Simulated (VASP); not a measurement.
TaSi2, 9 atoms in the cell. Symmetry: P6_222, No. 180, hexagonal system. Conventional cell: a = 4.770 Å, b = 4.770 Å, c = 6.551 Å, α = 90.00°, β = 90.00°, γ = 120.00°. Within 3.4 Å of Ta (site symmetry 222) lie 10 Si at 2.60 to 2.82 Å and 4 Ta at 3.23 Å. Si (site symmetry 2) has 9 Si at 2.55 to 3.32 Å and 5 Ta at 2.60 to 2.82 Å within 3.4 Å. 

| Quantity | Value |
| --- | --- |
| Program | VASP 6.6.1 |
| Task | single point |
| Functional | r2SCAN |
| Dispersion | rVV10 |
| Potentials or basis | VASP PAW PBE potentials, release 64 (Ta_pv, Si) |
| Cutoff | 550 eV |
| k mesh | 9 × 9 × 6 |
| Occupations | gaussian, width 0.1 eV |
| Spin | no spin polarisation |
| Dipole correction | no |
| Further INCAR settings | ALGO = Normal; EDIFF = 1e-06; NBANDS = 38 |

Potentials or basis: VASP PAW PBE potentials, release 64 (Ta_pv, Si).

Run with:

```console
$ cat potpaw_PBE.64/Ta_pv/POTCAR potpaw_PBE.64/Si/POTCAR > POTCAR
$ cp INCAR.step1 INCAR
$ mpirun -np 1 vasp_std > vasp.out
$ cp INCAR.step2 INCAR
$ mpirun -np 1 vasp_std > vasp.out
```

Hardware: 1 thread of Oxide Virtual Turin-like Processor, on a shared host.

Problem. Estimate the wall time of this run.

Solution. Run time: 22 min on 1 thread of Oxide Virtual Turin-like Processor (shared host), peak memory 0.59 GiB. Counts: k points 48.
